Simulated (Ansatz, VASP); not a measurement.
## Al2O3 in VASP and in Ansatz

Contents of INCAR:

```
PREC = Accurate ; ENCUT = 520
EDIFF = 1E-7 ; ISMEAR = 0
SIGMA = 0.0627 ; LREAL = F
LASPH = T ; NELM = 80
ALGO = Normal ; ISIF = 2
LWAVE = F ; LCHARG = F
GGA = PS ; NBANDS = 35
```

KPOINTS

```
Automatic mesh
0
Gamma
  7 7 7
```

File POSCAR:

```
Al2O3
1.0
    2.3911824300      1.3805541300      4.3512819900
   -2.3911824300      1.3805541300      4.3512819900
    0.0000000000     -2.7610982100      4.3512819900
Al O
4 6
Direct
    0.3521600000      0.3521600000      0.3521600000
    0.1478400000      0.1478400000      0.1478400000
    0.6478400000      0.6478400000      0.6478400000
    0.8521600000      0.8521600000      0.8521600000
    0.5561000000      0.9439000000      0.2500000000
    0.2500000000      0.5561000000      0.9439000000
    0.9439000000      0.2500000000      0.5561000000
    0.4439000000      0.0561000000      0.7500000000
    0.7500000000      0.4439000000      0.0561000000
    0.0561000000      0.7500000000      0.4439000000
```

Input for Ansatz:

```yaml
crystal:
  lattice:
    - [2.39118243, 1.38055413, 4.35128199]
    - [-2.39118243, 1.38055413, 4.35128199]
    - [0.0, -2.76109821, 4.35128199]
  atoms:
    - { symbol: Al, position: [0.35216, 0.35216, 0.35216] }
    - { symbol: Al, position: [0.14784, 0.14784, 0.14784] }
    - { symbol: Al, position: [0.64784, 0.64784, 0.64784] }
    - { symbol: Al, position: [0.85216, 0.85216, 0.85216] }
    - { symbol: O, position: [0.5561, 0.9439, 0.25] }
    - { symbol: O, position: [0.25, 0.5561, 0.9439] }
    - { symbol: O, position: [0.9439, 0.25, 0.5561] }
    - { symbol: O, position: [0.4439, 0.0561, 0.75] }
    - { symbol: O, position: [0.75, 0.4439, 0.0561] }
    - { symbol: O, position: [0.0561, 0.75, 0.4439] }
  symmetry: { tolerance: 0.0003 }
kpoints:
  mp_grid: { grid: [7, 7, 7], shift: [0, 0, 0] }
  band_path:
    path:
      - [0.0, 0.0, 0.0]
      - [0.5, 0.5, 0.5]
      - [0.76622464, 0.23377536, 0.5]
      - [0.5, -0.23377536, 0.23377536]
      - [0.5, 0.0, 0.0]
      - [0.0, 0.0, 0.0]
      - [0.36688768, -0.36688768, 0.0]
      - [0.63311232, 0.0, 0.36688768]
      - [0.5, 0.0, 0.5]
      - [0.0, 0.0, 0.0]
    npoints: 6
magnetization:
  spin_polarized: false
scf:
  occupations: { method: gaussian, width: 0.0627 }
  lower_state_search: "off"
  max_iter: 200
hamiltonian:
  pseudopotentials: { kind: paw }
  xc: pbesol
basis:
  ecutwfc: 420
  fft_grid_basis: typed
output:
  forces: true
  stress: true
  eigenvalues: true
  bader: true
  populations: true
  elf: true
  write_potential: true
  volumetric_format: npy
  dos:
    e_range: [-12, 8]
    de: 0.05
    projected: { site_lists: { Al: [Al], O: [O] } }
checkpoint:
  read: saved_state
```

Alike in both runs: task single point; functional PBEsol; k mesh 7 × 7 × 7; occupations gaussian, width 0.0627 eV; no spin polarisation.

```csv
,VASP,Ansatz
version,VASP 6.6.1,Ansatz 0.2.0
potentials or method,"VASP PAW PBE potentials, release 64 (Al, O), cutoff 520 eV",PAW plane waves
valence electrons in the cell,48,48
```

|  | VASP | Ansatz | Ansatz less VASP |
| --- | --- | --- | --- |
| gap on the k mesh at the Fermi level (eV) | 5.96 | 5.95 | -0.009 |
| pressure (GPa) | -1.5 | -1.6 | -0.06 |
| traceless stress, the component that is largest in VASP (GPa) | -0.33 | -0.27 | +0.063 |
| rms of the force components (eV/Å) | 0.020 | 0.018 | -0.0024 |

VASP's potentials were made for PBE, not for PBEsol. Atom by atom the forces differ by 0.002 eV/Å (rms over components). With one functional, cell and mesh, what is left measures potentials, basis and numerics. Ansatz's warnings: structure snapped to symmetry.
